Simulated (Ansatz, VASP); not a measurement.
Cd3HgSe4: VASP beside Ansatz

```
CELL_PARAMETERS angstrom
4.39774 0.00000 0.00000
0.00000 4.39774 0.00000
0.00000 0.00000 12.39272
ATOMIC_POSITIONS crystal
Cd 0.00000 0.00000 0.75139
Cd 0.50000 0.50000 0.00000
Cd 0.00000 0.00000 0.24861
Hg 0.50000 0.50000 0.50000
Se 0.50000 0.00000 0.87570
Se 0.00000 0.50000 0.12430
Se 0.50000 0.00000 0.37265
Se 0.00000 0.50000 0.62735
```

Alike in both runs: functional PBE; k mesh 8 × 8 × 4; occupations gaussian, width 0.01 eV; no spin polarisation.

Ansatz relaxed the structure, and its values are those at the end. VASP's run is a single point on that final structure, the one shown.

|  | VASP | Ansatz |
| --- | --- | --- |
| version | VASP 6.6.1 | Ansatz 0.2.0 |
| potentials or method | VASP PAW PBE potentials, release 64 (Cd, Hg, Se), cutoff 520 eV | scalar-relativistic, plane waves, PAW |
| valence electrons in the cell | 72 | 144 |

```tsv
	VASP	Ansatz	Ansatz less VASP
gap on the k mesh at the Fermi level (eV)	0.08	0.09	+0.003
least direct gap on the mesh (eV)	0.08	0.09	+0.003
pressure (GPa)	0.2	0.0	-0.23
```

The functional is the same, so the differences come from potentials, cutoffs and numerics. VASP's potentials hold 72 valence electrons a cell and Ansatz's 144, so a difference there can come from the potentials and not from the codes.

Neither program's run includes spin-orbit coupling.
